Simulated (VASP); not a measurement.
# Al48CN48 (a cell with a defect) in VASP: further runs

Al48CN48 (a cell with a defect) is run at these levels: PBE; tasks: single point.

Program: VASP 6.6.1. These are calculated values, not measurements. Logs are shortened: lines on timing, memory, paths and dates and some standing lists are left out, and cuts for length are marked.

## Step 1: The cell of the first run

The cell holds a defect, 97 atoms: a = 10.842 Å, b = 10.842 Å, c = 10.035 Å, α = 90.00°, β = 90.00°, γ = 120.00°.

## Step 2: Single point, PBE

INCAR

```
SYSTEM = Al48CN48
ALGO = Normal
EDIFF = 1E-6
ENCUT = 520
GGA = PE
GGA_COMPAT = .FALSE.
ISIF = 2
ISMEAR = -1
ISYM = -1
LASPH = .TRUE.
LCHARG = .TRUE.
LELF = .TRUE.
LREAL = Auto
LVHAR = .TRUE.
LWAVE = .FALSE.
NBANDS = 248
NELM = 120
PREC = Accurate
SIGMA = 0.01
```

KPOINTS

```
explicit points
1
Reciprocal
  0.25000000   0.25000000   0.25000000 1
```

POSCAR

```
Al48CN48
1.0
    9.3892708211      5.4208981504      0.0000000000
   -9.3892709202      5.4208979788      0.0000000000
    0.0000000000      0.0000000000     10.0348065900
Al N C
48 48 1
Direct
    0.0021000754      0.1688963121      0.2491108292
    0.1702831412      0.0027872012      0.2482091476
    0.3373158877      0.3378469248      0.2469697964
    0.0013468435      0.3316456809      0.4987967906
    0.1719957777      0.1687057361      0.4984470337
    0.3215592237     -0.0240112922      0.5079911885
    0.0024281860      0.1689095104      0.7499781936
    0.1669740183      0.0022628386      0.7497669527
    0.3318979889      0.3368855157      0.7503286048
    0.0017485104      0.3359222721      0.9999640419
    0.1681331401      0.1694213268      0.9999794601
    0.3334212888      0.0013464642      0.9951697914
    0.0015473543      0.6686285794      0.2491113880
    0.1676192496      0.5028560762      0.2485385958
    0.3362130730      0.8383093512      0.2506880698
    0.0021203899      0.8321034301      0.4987556780
    0.1609463501      0.6582843203      0.5005324598
    0.3328132219      0.5043564998      0.4982589437
    0.0011801085      0.6683096245      0.7499856272
    0.1674612646      0.5014958422      0.7504525049
    0.3347863000      0.8327357663      0.7507840179
    0.0018275918      0.8359776143      1.0000043237
    0.1681520892      0.6692316899      1.0000735246
    0.3346749757      0.5034094181      1.0000369275
    0.5017561265      0.1752909806      0.2248745436
    0.6674027302      0.0039402315      0.2506949646
    0.8333378498      0.3343154416      0.2481811438
    0.5018198695      0.3562349855      0.5104300212
    0.6819182559      0.1562751137      0.5079907441
    0.8425675885     -0.0008816807      0.5005223759
    0.5017930772      0.1700395143      0.7475302475
    0.6688242262     -0.0002101387      0.7507764930
    0.8366060612      0.3371076268      0.7497642603
    0.5017865293      0.3407357345      0.9893218411
    0.6701366969      0.1697079403      0.9951660582
    0.8354483837      0.0028687887      1.0000598231
    0.5018166702      0.6701078054      0.2492457094
    0.6663751210      0.5024140985      0.2469146363
    0.8359604038      0.8370522099      0.2485715244
    0.5017972705      0.8347745677      0.4985501968
    0.6707758571      0.6732840971      0.4982365860
    0.8315864280      0.4985525256      0.4984322477
    0.5018066004      0.6691709387      0.7491053724
    0.6716911400      0.5067765879      0.7503422882
    0.8361327248      0.8358284169      0.7504316208
    0.5017963655      0.8359709224      1.0005148592
    0.6689066270      0.6705246889      1.0000000928
    0.8354506657      0.5030858926      0.9999536115
    0.0045524781      0.1670891036      0.4399722390
    0.1720846284     -0.0000585152      0.4404781259
    0.3335593772      0.3393562618      0.4391162854
    0.0012064053      0.3354785367      0.1903692732
    0.1693287647      0.1695608924      0.1907437744
    0.3330999515      0.0018275072      0.1836267818
    0.0017773288      0.1695567281      0.9402761659
    0.1671073963      0.0028090089      0.9389209258
    0.3314226929      0.3365157090      0.9380552007
    0.0014769171      0.3346015756      0.6895423550
    0.1688508313      0.1688524315      0.6889022733
    0.3338986157      0.0005584346      0.6930114676
   -0.0009151646      0.6644226746      0.4399622916
    0.1640055257      0.4968594027      0.4389800263
    0.3252889688      0.8167491701      0.4407902742
    0.0023146917      0.8360553448      0.1904297828
    0.1683293688      0.6698320753      0.1897055180
    0.3344721103      0.5040498171      0.1901110617
    0.0018963796      0.6696245490      0.9403019896
    0.1678864688      0.5026004178      0.9404684517
    0.3350948546      0.8347915793      0.9395771128
    0.0020434979      0.8348975484      0.6895034677
    0.1665887549      0.6669998689      0.6910370883
    0.3342700225      0.5035850009      0.6890653806
    0.5017403663      0.0829494967      0.4275594010
    0.6783126687     -0.0065945076      0.4407904368
    0.8315966807      0.3297026939      0.4404497621
    0.5018052714      0.3452868354      0.1742985099
    0.6703962025      0.1705163793      0.1836350092
    0.8352372430      0.0033047673      0.1896935993
    0.5018149986      0.1700626620      0.9382014766
    0.6685696059      0.0015345221      0.9395688731
    0.8365429268      0.3375312719      0.9389204642
    0.5017723931      0.3405641698      0.6976594790
    0.6696354288      0.1684819838      0.6930322381
    0.8369267405      0.0021741668      0.6910428200
    0.5018556491      0.6681910757      0.4399151919
    0.6701215452      0.5075852599      0.4390838674
    0.8394249750      0.8345637333      0.4389866761
    0.5017673904      0.8367439458      0.1907978656
    0.6690679266      0.6713525557      0.1900662127
    0.8342410351      0.5020308265      0.1907129816
    0.5018285689      0.6694158968      0.9398703684
    0.6722307193      0.5069111445      0.9380637819
    0.8357715937      0.8365210141      0.9404563793
    0.5017639685      0.8356206252      0.6895892159
    0.6692399807      0.6710500738      0.6890682515
    0.8346789996      0.5018044379      0.6888886708
    0.5017875071      0.2043350206      0.4163101481
```

Potentials or basis: VASP PAW PBE potentials, release 64 (Al, N, C).

Run with:

```console
$ cat potpaw_PBE.64/Al/POTCAR potpaw_PBE.64/N/POTCAR potpaw_PBE.64/C/POTCAR > POTCAR
$ mpirun -np 1 vasp_std > vasp.out
```

OUTCAR:

```text
SYSTEM = Al48CN48
   EDIFF = 1E-6
   ENCUT = 520
   GGA = PE
   ISIF = 2
   ISMEAR = -1
   ISYM = -1
   LASPH = .TRUE.
   LREAL = Auto
   NELM = 120
   PREC = Accurate

 ion  position               nearest neighbor table
   1  0.002  0.169  0.249-  78 1.90  53 1.90  52 1.90  49 1.92   4 3.07  11 3.08  36 3.08  10 3.09
                            30 3.09   5 3.11  39 3.12  14 3.14  27 3.14   2 3.14  26 3.14   3 3.15
   2  0.170  0.003  0.248-  54 1.89  53 1.90  64 1.90  50 1.93  22 3.08   5 3.08  11 3.08  12 3.10
                            15 3.10  16 3.11  25 3.12  13 3.14   1 3.14  39 3.14   3 3.15   6 3.17
   3  0.337  0.338  0.247-  76 1.89  66 1.91  53 1.91  51 1.93  24 3.07  25 3.08  11 3.08  38 3.09
                             5 3.11  18 3.12  37 3.12  34 3.13  28 3.14  14 3.14   2 3.15   1 3.15
   4  0.001  0.332  0.499-  62 1.88  49 1.90  58 1.91  75 1.92  29 3.01   1 3.07  17 3.07   7 3.08
                            33 3.11  14 3.11  18 3.11  20 3.11  27 3.11  30 3.12   5 3.13  42 3.16
   5  0.172  0.169  0.498-  51 1.90  49 1.90  59 1.91  50 1.92   2 3.08   8 3.09   9 3.09  30 3.09
                             3 3.11   1 3.11  28 3.11   7 3.12   4 3.13  18 3.15  16 3.16   6 3.22
   6  0.322  0.976  0.508-  60 1.87  63 1.87  73 1.88  50 1.89  97 2.44  21 2.93  17 2.98  16 3.01
                            15 3.03  40 3.03   8 3.04  31 3.15   2 3.17   5 3.22
   7  0.002  0.169  0.750-  84 1.90  58 1.90  59 1.91  55 1.91  30 3.08   4 3.08  11 3.08  36 3.09
                             9 3.09  10 3.10   8 3.11  20 3.12   5 3.12  45 3.13  32 3.13  33 3.14
   8  0.167  0.002  0.750-  59 1.90  56 1.90  70 1.90  60 1.91   6 3.04  12 3.06   5 3.09  22 3.09
                            11 3.09  16 3.11  45 3.11   7 3.11  19 3.14   9 3.14  31 3.14  21 3.17
   9  0.332  0.337  0.750-  57 1.88  72 1.90  82 1.90  59 1.90  28 2.97  34 3.01  24 3.08  11 3.08
[... 23 lines left out ...]
  21  0.335  0.833  0.751-  69 1.89  94 1.90  71 1.91  60 1.91   6 2.93  12 3.06  23 3.08  46 3.08
                            43 3.10  40 3.11  20 3.11  19 3.13  32 3.14  17 3.14  31 3.17   8 3.17
  22  0.002  0.836  0.000-  93 1.90  67 1.90  56 1.90  64 1.91  39 3.08  45 3.08   2 3.08   8 3.09
                            13 3.09  19 3.10  12 3.11  48 3.13  47 3.13  23 3.13  36 3.13  11 3.13
  23  0.168  0.669  0.000-  68 1.90  67 1.90  69 1.90  65 1.90  14 3.08  21 3.08  13 3.08  19 3.09
                            20 3.09  15 3.11  12 3.12  24 3.12  48 3.12  22 3.13  10 3.13  46 3.13
  24  0.335  0.503  0.000-  57 1.90  68 1.90  91 1.90  66 1.91   3 3.07   9 3.08  14 3.08  20 3.09
                            37 3.09  43 3.10  34 3.10  23 3.12  46 3.12  10 3.13  11 3.14  47 3.14
  25  0.502  0.175  0.225-  77 1.90  54 1.90  76 1.91  97 1.95  73 2.27  12 2.96  35 2.96  34 2.97
                             3 3.08  38 3.08   2 3.12  27 3.12  15 3.17  26 3.17
  26  0.667  0.004  0.251-  88 1.90  77 1.91  74 1.92  78 1.92  29 3.03  40 3.08  46 3.09  27 3.10
                            36 3.11  15 3.11  35 3.12  37 3.13   1 3.14  39 3.15  30 3.16  25 3.17
  27  0.833  0.334  0.248-  77 1.89  90 1.90  52 1.90  75 1.93  10 3.08  42 3.08  48 3.08  35 3.10
                            26 3.10   4 3.11  25 3.12   1 3.14  14 3.14  13 3.14  38 3.15  29 3.17
  28  0.502  0.356  0.510-  51 1.88  86 1.88  82 1.89  97 1.90  44 2.97   9 2.97  41 2.98  18 2.98
                            42 3.11   5 3.11  31 3.12   3 3.14  38 3.14
  29  0.682  0.156  0.508-  83 1.87  74 1.87  73 1.88  75 1.89  97 2.44  32 2.93  30 2.98   4 3.01
                            26 3.03  40 3.03  33 3.04  31 3.15  27 3.17  42 3.22
  30  0.843  0.999  0.501-  74 1.85  87 1.87  49 1.89  84 1.91  29 2.98  45 3.05  39 3.06  41 3.06
                            16 3.07   7 3.08   1 3.09   5 3.09   4 3.12  32 3.14  26 3.16  40 3.20
  31  0.502  0.170  0.748-  83 1.91  60 1.91  79 1.91  82 1.92  34 3.05  35 3.08  12 3.08  28 3.12
                            33 3.14   8 3.14  29 3.15   6 3.15  44 3.16   9 3.16  32 3.17  21 3.17
  32  0.669  1.000  0.751-  80 1.89  94 1.90  84 1.91  83 1.91  29 2.93  35 3.06  36 3.08  46 3.08
                            43 3.10  40 3.11  45 3.11   7 3.13  21 3.14  30 3.14  31 3.17  33 3.17
  33  0.837  0.337  0.750-  96 1.90  81 1.90  58 1.90  83 1.91  29 3.04  35 3.06  42 3.09  10 3.09
                            48 3.09   4 3.11  20 3.11  19 3.11   7 3.14  44 3.14  31 3.14  32 3.17
  34  0.502  0.341  0.989-  76 1.86  57 1.90  92 1.90  79 1.92  25 2.97  44 3.01   9 3.01  31 3.05
                            24 3.10  47 3.10   3 3.13  38 3.13  11 3.13  48 3.14  35 3.19  12 3.19
  35  0.670  0.170  0.995-  77 1.89  81 1.90  80 1.90  79 1.91  25 2.96  33 3.06  32 3.06  31 3.08
                            27 3.10  10 3.11  36 3.12  26 3.12  48 3.13  46 3.13  12 3.16  34 3.19
[... 331 lines left out ...]
   PSTRESS=    0.0 pullay stress
   NELECT =     388.0000    total number of electrons
   NUPDOWN=      -1.0000    fix difference up-down
   EMIN   =  10.00;   EMAX   =-10.00  energy-range for DOS
   EFERMI =   0.00;   METHOD = LEGACY
   ISMEAR =    -1;   SIGMA  =   0.01  broadening in eV -4-tet -1-fermi 0-gaus
   EFERMI_NEDOS =   21; number of points for ismear=-14 and -15
   IALGO  =     38    algorithm
   IMIX   =      4    mixing-type and parameters
     AMIX     =   0.40;   BMIX     =  1.00
     AMIX_MAG =   1.60;   BMIX_MAG =  1.00
  volume/ion in A,a.u.               =      10.53        71.07
  Fermi-wavevector in a.u.,A,eV,Ry     =   1.185600  2.240458 19.124980  1.405646
  Thomas-Fermi vector in A             =   2.321790
   LORBIT       =      0    0 simple, 1 ext, 2 COOP (PROOUT), +10 PAW based schemes
   GGA     = PE    functional components
   LHFCALC =     F    Hartree Fock is set to
   AEXX    =    0.0000 exact exchange contribution
   IVDW    =     0    specifies the selected vdW correction
   LEPSILON=     F    determine dielectric tensor
   LRPA    =     F    only Hartree local field effects (RPA)
 non-spin polarized calculation
  energy-cutoff  :      520.00
  volume of cell :     1021.51
 maximum number of plane-waves:     27493
 NGX is ok and might be reduce to    80
   NGX = 41   NGY = 41   NGZ = 37

 number of electron     387.9999982 magnetization

 Free energy of the ion-electron system (eV)
  ---------------------------------------------------
  ext. energy  EPLUGINS =         0.00000000
  ---------------------------------------------------
  free energy    TOTEN  =      -717.28321094 eV

  energy without entropy =     -717.28321094  energy(sigma->0) =     -717.28321094

 E-fermi :   8.4698     XC(G=0): -10.8699

 val. band max:        8.2452478021   @ k =   0.2500   0.2500   0.2500
 cond. band min:       8.6942574252   @ k =   0.2500   0.2500   0.2500
 fundamental gap:      0.4490096231
 Fermi energy:         8.4697767654

 k-point     1 :       0.2500    0.2500    0.2500
  band No.  band energies     occupation
      1     -10.8550      2.00000
      2      -8.8037      2.00000
      3      -8.5881      2.00000
      4      -8.5370      2.00000
      5      -8.3507      2.00000
      6      -8.1635      2.00000
[... 198 lines left out ...]
    205      11.7342      0.00000
    206      11.7787      0.00000
 [bands above 206 left out]

------------------------ aborting loop because EDIFF is reached ----------------------------------------

  FORCE on cell =-STRESS in cart. coord.  units (eV):
  Direction    XX          YY          ZZ          XY          YZ          ZX
  --------------------------------------------------------------------------------------
  -------------------------------------------------------------------------------------
  Total       13.8539297      9.9113106     16.6906091     -2.6292441     -1.0707595      1.7942636
  in kB       21.7290857     15.5453161     26.1782528     -4.1238170     -1.6794243      2.8141984
  external PRESSURE =      21.1508848 kB  Pullay stress =       0.0000000 kB

 VOLUME and BASIS-vectors are now :
 -----------------------------------------------------------------------------
  energy-cutoff  :      520.00
  volume of cell :     1021.51
      direct lattice vectors                 reciprocal lattice vectors
     9.389270821  5.420898150  0.000000000     0.053252270  0.092235640  0.000000000
    -9.389270920  5.420897979  0.000000000    -0.053252272  0.092235639  0.000000000
     0.000000000  0.000000000 10.034806590     0.000000000  0.000000000  0.099653141

 POSITION                                       TOTAL-FORCE (eV/Angst)
 -----------------------------------------------------------------------------------
     -1.56610      0.92695      2.49978         0.002276      0.002249     -0.000147
      1.57266      0.93820      2.49073         0.001292      0.003509     -0.003460
     -0.00499      3.65999      2.47829         0.000653      0.001409     -0.006231
     -3.10127      1.80512      5.00533         0.003357      0.000916      0.000991
      0.03089      1.84691      5.00182        -0.002294     -0.002639      0.000158
     -6.14462      7.03388      5.09759         0.013181     -0.000808      0.001802
[... 89 lines left out ...]
      3.12545      7.24494      6.91286         0.000668      0.000592     -0.001201
      2.79286      3.82782      4.17759        -0.120873      0.062624     -0.035155
 -----------------------------------------------------------------------------------
    total drift:                                0.022301      0.039002      0.010923

  FREE ENERGIE OF THE ION-ELECTRON SYSTEM (eV)
  ---------------------------------------------------
  free  energy   TOTEN  =      -717.2832109377 eV

  energy  without entropy=     -717.2832109375  energy(sigma->0) =     -717.28321094
```

It took 8 min on 1 thread of Intel Xeon 6975P-C (Granite Rapids), shared host; peak memory 1.1 GiB.

Results:

* Free energy: -717.2832 eV
* Pressure: 2.1 GPa
* Largest force: 0.141 eV/Å

Forces on the atoms (eV/Å):
```
Al   0.002  0.002  0.000
Al   0.001  0.004 -0.003
Al   0.001  0.001 -0.006
Al   0.003  0.001  0.001
Al  -0.002 -0.003  0.000
Al   0.013 -0.001  0.002
Al   0.000  0.001  0.002
Al   0.001  0.003  0.005
Al   0.003  0.007  0.005
Al   0.001  0.001  0.001
Al   0.003  0.004  0.001
Al   0.001  0.002  0.002
Al   0.002  0.000  0.000
Al   0.002  0.001 -0.002
Al   0.004  0.003  0.006
Al   0.000  0.000  0.000
Al  -0.003  0.001  0.003
Al   0.002  0.003  0.001
Al   0.001  0.000  0.002
Al  -0.001  0.002  0.001
Al   0.003  0.003  0.001
Al   0.002  0.003  0.001
Al   0.002  0.000  0.002
Al   0.000  0.002  0.001
Al   0.002 -0.005  0.006
Al  -0.001 -0.006  0.001
Al  -0.002  0.000 -0.004
Al   0.008  0.003 -0.009
Al   0.004 -0.011 -0.001
Al  -0.004 -0.001  0.002
Al  -0.001  0.001 -0.002
Al   0.001 -0.003  0.000
Al   0.002  0.001  0.005
Al  -0.001 -0.001  0.004
Al  -0.004  0.002  0.002
Al   0.001  0.003  0.002
Al   0.000  0.000  0.001
Al   0.000 -0.004 -0.001
Al   0.000 -0.002 -0.002
Al  -0.006  0.003  0.000
Al   0.002 -0.003  0.000
Al   0.001  0.001 -0.001
Al  -0.001  0.003  0.003
Al   0.005  0.000  0.004
Al  -0.001  0.001  0.002
Al   0.002  0.000  0.006
Al   0.003 -0.001  0.003
Al  -0.001  0.000  0.002
N   -0.002 -0.003  0.000
N   -0.001 -0.002  0.001
N   -0.001  0.000 -0.001
N    0.000 -0.001  0.001
N   -0.001 -0.004  0.002
N   -0.003  0.002  0.003
N   -0.001 -0.002  0.000
N   -0.002 -0.004 -0.001
N   -0.002 -0.005 -0.002
N   -0.001 -0.002 -0.003
N   -0.002 -0.002 -0.004
N   -0.005 -0.002 -0.001
N    0.004 -0.001  0.001
N   -0.003 -0.005  0.000
N    0.000  0.005 -0.006
N    0.001  0.000  0.001
N   -0.002 -0.003 -0.001
N   -0.004 -0.002  0.000
N    0.000  0.001 -0.001
N   -0.001 -0.001  0.000
N   -0.003 -0.002 -0.001
N   -0.001 -0.003  0.000
N   -0.001 -0.001 -0.004
N   -0.002 -0.002 -0.003
N    0.119 -0.059  0.028
N    0.004 -0.001 -0.002
N   -0.006 -0.004  0.001
N   -0.005  0.000 -0.001
N   -0.002 -0.002  0.003
N    0.001  0.002 -0.001
N    0.000  0.000  0.000
N    0.000  0.002 -0.001
N    0.001  0.001 -0.001
N   -0.009  0.001 -0.001
N   -0.001  0.002 -0.001
N    0.000 -0.001 -0.004
N    0.002 -0.002  0.000
N   -0.004  0.001  0.001
N   -0.001  0.004  0.000
N    0.001  0.000 -0.004
N   -0.001  0.005 -0.001
N    0.002  0.004  0.002
N    0.001 -0.001 -0.002
N    0.003  0.001 -0.003
N    0.000  0.001 -0.002
N   -0.002  0.001 -0.001
N    0.000  0.000 -0.003
N    0.001  0.001 -0.001
C   -0.121  0.063 -0.035
```

(Part 1 of 3 ends here.)
